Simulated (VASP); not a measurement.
# AlNi (Cmmm) in VASP: a series of runs

AlNi is run at these levels: PBE; tasks: single point.

All numbers are computed with VASP 6.6.1; they aren't measurements. Logs are shortened: lines on timing, memory, paths and dates and some standing lists are left out, and cuts for length are marked.

## Step 1: The cell of the first run

It takes space group Cmmm (No. 65, orthorhombic). The conventional cell has a = 3.473 Å, b = 4.086 Å, c = 2.901 Å, α = 90.00°, β = 90.00°, γ = 90.00°. Within 3.0 Å of Al (site symmetry mmm) lie 8 Ni at 2.26 to 2.51 Å and 6 Al at 2.68 to 2.90 Å. Ni (site symmetry mmm) has 8 Al at 2.26 to 2.51 Å and 6 Ni at 2.68 to 2.90 Å within 3.0 Å.

## Step 2: Single point, PBE (strain -0.1500 x Voigt [0, 1, 0, 0, 0, 0])

The input, INCAR:

```
SYSTEM = AlNi
ALGO = Fast
EDIFF = 1E-7
ENCUT = 520
GGA = PE
ISIF = 2
ISMEAR = 0
LASPH = .TRUE.
LCHARG = .TRUE.
LELF = .TRUE.
LREAL = .FALSE.
LVHAR = .TRUE.
LWAVE = .FALSE.
NBANDS = 14
NELM = 100
PREC = Accurate
SIGMA = 0.15
```

The input, KPOINTS:

```
k-points
0
G
  20 20 20
  0 0 0
```

The input, POSCAR:

```
AlNi
1.0
    2.0428098070     -1.7363883359      0.0000000000
    2.0428098070      1.7363883359      0.0000000000
    0.0000000000      0.0000000000      2.9011416498
Al Ni
1 1
Direct
    0.0000000000      0.0000000000      0.0000000000
    0.5000000000      0.5000000000      0.5000000000
```

Potentials or basis: VASP PAW PBE potentials, release 64 (Al, Ni).

Command:

```bash
$ cat potpaw_PBE.64/Al/POTCAR potpaw_PBE.64/Ni/POTCAR > POTCAR
$ mpirun -np 1 vasp_std > vasp.out
```

OUTCAR:

```text
SYSTEM = AlNi
   EDIFF = 1E-7
   ENCUT = 520
   GGA = PE
   ISIF = 2
   ISMEAR = 0
   LASPH = .TRUE.
   LREAL = .FALSE.
   NELM = 100
   PREC = Accurate

 ion  position               nearest neighbor table
   1  0.000  0.000  0.000-   2 2.26   2 2.26   2 2.26   2 2.26   2 2.51   2 2.51   2 2.51   2 2.51

   2  0.500  0.500  0.500-   1 2.26   1 2.26   1 2.26   1 2.26   1 2.51   1 2.51   1 2.51   1 2.51

  LATTYP: Found a base centered orthorhombic cell.
 ALAT       =     3.4727766718
 B/A-ratio  =     1.1764705883
 C/A-ratio  =     0.8353953980

  Lattice vectors:

 A1 = (  -2.0428098070,  -1.7363883359,   0.0000000000)
 A2 = (   2.0428098070,  -1.7363883359,   0.0000000000)
 A3 = (   0.0000000000,   0.0000000000,   2.9011416498)

Analysis of symmetry for initial positions (statically):
=====================================================================
 Subroutine PRICEL returns:
 Original cell was already a primitive cell.

 Routine SETGRP: Setting up the symmetry group for a
 base centered orthorhombic supercell.

 Subroutine GETGRP returns: Found  8 space group operations
 (whereof  8 operations were pure point group operations)
 out of a pool of  8 trial point group operations.

The static configuration has the point symmetry D_2h.

Analysis of symmetry for dynamics (positions and initial velocities):
=====================================================================
 Subroutine PRICEL returns:
 Original cell was already a primitive cell.

 Routine SETGRP: Setting up the symmetry group for a
 base centered orthorhombic supercell.

 Subroutine GETGRP returns: Found  8 space group operations
 (whereof  8 operations were pure point group operations)
 out of a pool of  8 trial point group operations.

The dynamic configuration has the point symmetry D_2h.

 Subroutine INISYM returns: Found  8 space group operations
 (whereof  8 operations are pure point group operations),
 and found     1 'primitive' translations

----------------------------------------------------------------------------------------

                                     Primitive cell

  volume of cell :      20.5813

  direct lattice vectors                    reciprocal lattice vectors
     2.042809807 -1.736388336  0.000000000     0.244760916 -0.287954019  0.000000000
     2.042809807  1.736388336  0.000000000     0.244760916  0.287954019  0.000000000
     0.000000000  0.000000000  2.901141650     0.000000000  0.000000000  0.344691891

  length of vectors
     2.681066273  2.681066273  2.901141650     0.377922510  0.377922510  0.344691891

  position of ions in fractional coordinates (direct lattice)
     0.000000000  0.000000000  0.000000000
     0.500000000  0.500000000  0.500000000

  ion indices of the primitive-cell ions
   primitive index   ion index
                 1           1
                 2           2

----------------------------------------------------------------------------------------

 KPOINTS: k-points

Automatic generation of k-mesh.
 Grid dimensions read from file:
 generate k-points for:   20   20   20

 Generating k-lattice:

  Cartesian coordinates                     Fractional coordinates (reciprocal lattice)
     0.012238046 -0.014397701  0.000000000     0.050000000 -0.000000000  0.000000000
     0.012238046  0.014397701  0.000000000    -0.000000000  0.050000000  0.000000000
     0.000000000  0.000000000  0.017234595     0.000000000  0.000000000  0.050000000

  Length of vectors
     0.018896125  0.018896125  0.017234595

  Shift w.r.t. Gamma in fractional coordinates (k-lattice)
     0.000000000  0.000000000  0.000000000

 Subroutine IBZKPT returns following result:
 ===========================================

 Found   1221 irreducible k-points:

 Following reciprocal coordinates:
            Coordinates               Weight
  0.000000  0.000000  0.000000      1.000000
  0.050000  0.000000  0.000000      4.000000
  0.100000  0.000000  0.000000      4.000000
  0.150000  0.000000  0.000000      4.000000
  0.200000  0.000000  0.000000      4.000000
  0.250000  0.000000  0.000000      4.000000
[... 16 lines left out ...]
 -0.400000  0.050000  0.000000      4.000000
 -0.350000  0.050000  0.000000      4.000000
 [... further k-points ...]
   k-points           NKPTS =   1221   k-points in BZ     NKDIM =   1221   number of bands    NBANDS=     14
   number of dos      NEDOS =    301   number of ions     NIONS =      2
   total plane-waves  NPLWV =   9600
   dimension x,y,z NGX =    20 NGY =   20 NGZ =   24
   dimension x,y,z NGXF=    40 NGYF=   40 NGZF=   48
   ions per type =               1   1
   NGX,Y,Z   is equivalent  to a cutoff of  12.40, 12.40, 13.75 a.u.
   NGXF,Y,Z  is equivalent  to a cutoff of  24.80, 24.80, 27.51 a.u.
 SYSTEM =  AlNi
   PREC   = accura    normal or accurate (medium, high low for compatibility)
   ISTART =      0    job   : 0-new  1-cont  2-samecut
   ICHARG =      2    charge: 1-file 2-atom 10-const
   ISPIN  =      1    spin polarized calculation?
   LNONCOLLINEAR =      F non collinear calculations
   LSORBIT =      F    spin-orbit coupling
   LASPH  =      T    aspherical Exc in radial PAW
   ENCUT  =  520.0 eV  38.22 Ry    6.18 a.u.   4.99  4.99  5.39*2*pi/ulx,y,z
   NELM   =    100;   NELMIN=  2; NELMDL= -5     # of ELM steps
   EDIFF  = 0.1E-06   stopping-criterion for ELM
   LREAL  =      F    real-space projection
   EDIFFG = 0.1E-05   stopping-criterion for IOM
   NSW    =      0    number of steps for IOM
   IBRION =     -1    ionic relax: 0-MD 1-quasi-New 2-CG
   NFREE  =      0    steps in history (QN), initial steepest desc. (CG)
   ISIF   =      2    stress and relaxation
   ISYM   =      2    0-nonsym 1-usesym 2-fastsym
   POTIM  = 0.5000    time-step for ionic-motion
   TEBEG  =    0.0;   TEEND  =   0.0 temperature during run
   PSTRESS=    0.0 pullay stress
   NELECT =      13.0000    total number of electrons
   NUPDOWN=      -1.0000    fix difference up-down
   EMIN   =  10.00;   EMAX   =-10.00  energy-range for DOS
   EFERMI =   0.00;   METHOD = LEGACY
   ISMEAR =     0;   SIGMA  =   0.15  broadening in eV -4-tet -1-fermi 0-gaus
   EFERMI_NEDOS =   21; number of points for ismear=-14 and -15
   IALGO  =     68    algorithm
   IMIX   =      4    mixing-type and parameters
     AMIX     =   0.40;   BMIX     =  1.00
     AMIX_MAG =   1.60;   BMIX_MAG =  1.00
  volume/ion in A,a.u.               =      10.29        69.44
  Fermi-wavevector in a.u.,A,eV,Ry     =   1.404639  2.654383 26.844439  1.973011
  Thomas-Fermi vector in A             =   2.527180
   LORBIT       =      0    0 simple, 1 ext, 2 COOP (PROOUT), +10 PAW based schemes
   GGA     = PE    functional components
   LHFCALC =     F    Hartree Fock is set to
   AEXX    =    0.0000 exact exchange contribution
   IVDW    =     0    specifies the selected vdW correction
   LEPSILON=     F    determine dielectric tensor
   LRPA    =     F    only Hartree local field effects (RPA)
 non-spin polarized calculation
 RMM-DIIS sequential band-by-band and
 Gauss-broadening in eV      SIGMA  =   0.15
  energy-cutoff  :      520.00
  volume of cell :       20.58
 maximum number of plane-waves:       580
   NGX =  9   NGY =  9   NGZ = 11

 number of electron      12.9999990 magnetization

 Free energy of the ion-electron system (eV)
  ---------------------------------------------------
  ext. energy  EPLUGINS =         0.00000000
  ---------------------------------------------------
  free energy    TOTEN  =        -9.87311498 eV

  energy without entropy =       -9.86545137  energy(sigma->0) =       -9.86928317

 E-fermi :  12.1890     XC(G=0): -12.7832

 val. band max:       12.1885108700   @ k =  -0.4000   0.4000   0.2500
 cond. band min:      12.1965709422   @ k =   0.4000   0.2000   0.0500
 fundamental gap:      0.0080600722
 Fermi energy:        12.1890174585

 k-point     1 :       0.0000    0.0000    0.0000
  band No.  band energies     occupation
      1      -0.1242      2.00000
      2       7.9895      2.00000
      3       8.2970      2.00000
      4       9.9041      2.00000
      5      10.2962      2.00000
      6      10.3914      2.00000
      7      16.1955      0.00000
      8      19.3772      0.00000
      9      20.1890      0.00000
     10      20.2464      0.00000
     11      21.4104      0.00000
     12      28.9851      0.00000
     13      33.8831      0.00000
     14      34.4316      0.00000

 k-point     2 :       0.0500    0.0000    0.0000
  band No.  band energies     occupation
      1      -0.0693      2.00000
      2       8.0043      2.00000
      3       8.3003      2.00000
      4       9.8869      2.00000
      5      10.2773      2.00000
      6      10.3751      2.00000
      7      16.2768      0.00000
      8      18.7907      0.00000
      9      19.8990      0.00000
     10      20.3600      0.00000
     11      22.1449      0.00000
     12      29.1805      0.00000
     13      32.7314      0.00000
     14      33.6275      0.00000

 k-point     3 :       0.1000    0.0000    0.0000
  band No.  band energies     occupation
      1       0.0950      2.00000
      2       8.0452      2.00000
      3       8.3065      2.00000
      4       9.8310      2.00000
      5      10.2244      2.00000
      6      10.3377      2.00000
      7      16.5136      0.00000
      8      17.5286      0.00000
      9      19.8782      0.00000
     10      20.4785      0.00000
     11      23.2222      0.00000
     12      29.7178      0.00000
     13      31.5267      0.00000
     14      32.2527      0.00000

 k-point     4 :       0.1500    0.0000    0.0000
  band No.  band energies     occupation
      1       0.3670      2.00000
      2       8.0975      2.00000
      3       8.3089      2.00000
      4       9.7306      2.00000
      5      10.1477      2.00000
      6      10.3022      2.00000
      7      16.1933      0.00000
      8      16.8881      0.00000
      9      19.9051      0.00000
     10      20.6905      0.00000
     11      24.1908      0.00000
     12      29.8510      0.00000
     13      30.8335      0.00000
     14      31.1903      0.00000

 k-point     5 :       0.2000    0.0000    0.0000
  band No.  band energies     occupation
      1       0.7440      2.00000
      2       8.1076      2.00000
      3       8.3230      2.00000
      4       9.5936      2.00000
      5      10.0605      2.00000
      6      10.2819      2.00000
      7      14.9277      0.00000
      8      17.3786      0.00000
      9      19.9211      0.00000
     10      21.0025      0.00000
     11      25.0278      0.00000
[... 276 lines left out ...]
 k-point    22 :      -0.4500    0.0500    0.0000
  band No.  band energies     occupation
      1       4.1650      2.00000
      2       5.6263      2.00000
      3       8.6364      2.00000
      4       9.0015      2.00000
      5       9.7177      2.00000
      6      10.2683      2.00000
      7      11.7273      1.99999
      8      19.4704      0.00000
      9      20.9874      0.00000
     10      22.9685      0.00000
     11      23.6461      0.00000
     12      25.8709      0.00000
     13      27.6097      0.00000
     14      29.8646      0.00000

 k-point    23 :      -0.4000    0.0500    0.0000
  band No.  band energies     occupation
      1       3.3688      2.00000
      2       6.4222      2.00000
      3       8.5930      2.00000
      4       9.0586      2.00000
      5       9.7557      2.00000
      6      10.2642      2.00000
      7      11.8988      1.99378
      8      19.2804      0.00000
      9      20.3125      0.00000
     10      22.5684      0.00000
     11      24.4893      0.00000
     12      26.6801      0.00000
     13      27.7750      0.00000
     14      30.1415      0.00000

 k-point    24 :      -0.3500    0.0500    0.0000
  band No.  band energies     occupation
      1       2.6228      2.00000
      2       7.1143      2.00000
      3       8.5328      2.00000
      4       9.1523      2.00000
      5       9.8181      2.00000
      6      10.2592      2.00000
      7      12.2470      0.58482
      8      19.1101      0.00000
      9      19.5591      0.00000
     10      22.1864      0.00000
     11      25.5386      0.00000
     12      27.3815      0.00000
     13      27.9828      0.00000
     14      30.1924      0.00000

 [... further k-points ...]
[... 5 lines left out ...]
  --------------------------------------------------------------------------------------
  -------------------------------------------------------------------------------------
  Total        1.9253161      8.6033411      5.2415011     -0.0000000      0.0000000      0.0000000
  in kB      149.8783488    669.7365500    408.0304197     -0.0000000      0.0000000      0.0000000
  external PRESSURE =     409.2151062 kB  Pullay stress =       0.0000000 kB

 VOLUME and BASIS-vectors are now :
 -----------------------------------------------------------------------------
  energy-cutoff  :      520.00
  volume of cell :       20.58
      direct lattice vectors                 reciprocal lattice vectors
     2.042809807 -1.736388336  0.000000000     0.244760916 -0.287954019  0.000000000
     2.042809807  1.736388336  0.000000000     0.244760916  0.287954019  0.000000000
     0.000000000  0.000000000  2.901141650     0.000000000  0.000000000  0.344691891

 POSITION                                       TOTAL-FORCE (eV/Angst)
 -----------------------------------------------------------------------------------
      0.00000      0.00000      0.00000        -0.000000     -0.000000      0.000000
      2.04281      0.00000      1.45057         0.000000      0.000000      0.000000
 -----------------------------------------------------------------------------------
    total drift:                                0.000000      0.000000      0.000000

  FREE ENERGIE OF THE ION-ELECTRON SYSTEM (eV)
  ---------------------------------------------------
  free  energy   TOTEN  =        -9.8731149763 eV

  energy  without entropy=       -9.8654513658  energy(sigma->0) =       -9.86928317
```

Run time: 3 min. Hardware: 1 thread of Intel Xeon Platinum 8488C (Sapphire Rapids), shared host; peak memory 0.45 GiB.

What came out:

```
Free energy            : -9.8731 eV
Pressure               : 40.9 GPa
Band gap on the k mesh : zero (an odd number of electrons rules out a gap without spin polarisation)
```

Stress tensor (GPa, compression positive):
```
14.99  0.00  0.00
 0.00 66.97  0.00
 0.00  0.00 40.80
```

Caveat: the cell differs from its parent crystal (strain -0.1500 x Voigt [0, 1, 0, 0, 0, 0]); the stress differs along the axes, from 15 to 67 GPa. Spin polarisation is off, so any magnetic state and its effect on volume and gap are missing.

[end of part 1 of 2]
